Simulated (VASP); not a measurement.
CdS: single point with r2SCAN

Crystal: CdS.

```
Cd S
1.0
     0.00000    2.78948    2.78948
     2.78948    0.00000    2.78948
     2.78948    2.78948    0.00000
Cd S
1 1
Direct
  0.00000 0.00000 0.00000
  0.50000 0.50000 0.50000
```

| Item | Value |
| --- | --- |
| Program | VASP 6.6.1 |
| Task | single point |
| Functional | r2SCAN |
| Potentials or basis | VASP PAW PBE potentials, release 64 (Cd, S) |
| Cutoff | 520 eV |
| k mesh | 8 × 8 × 8 |
| Occupations | fermi-dirac, width 0.05 eV |
| Spin | no spin polarisation |

| Quantity | Value |
| --- | --- |
| Pressure | -4.5 GPa |
| Band gap on the k mesh | 0.73 eV, indirect (least direct gap 1.88 eV) |

Levels at points of the mesh, in eV from the valence-band top:
| k point | band 7 | band 8 | band 9 | band 10 | band 11 | band 12 |
| --- | --- | --- | --- | --- | --- | --- |
| (0.00, 0.00, 0.00) | -0.62 | -0.62 | -0.62 | 1.26 | 9.71 | 9.71 |
| (0.50, 0.00, 0.00) | -4.58 | 0.00 | 0.00 | 4.09 | 6.49 | 6.49 |
| (0.50, 0.50, 0.00) | -3.90 | -1.93 | -1.93 | 0.73 | 6.50 | 10.30 |

Wall time 2.5 min on 1 thread of Intel Xeon 8259CL, with other jobs on the host, peak memory 0.18 GiB.

Caveat: the PAW data sets were made with another functional, which shifts forces and pressure a little. r2SCAN opens gaps a little over a GGA but as a rule still falls short of measured ones.
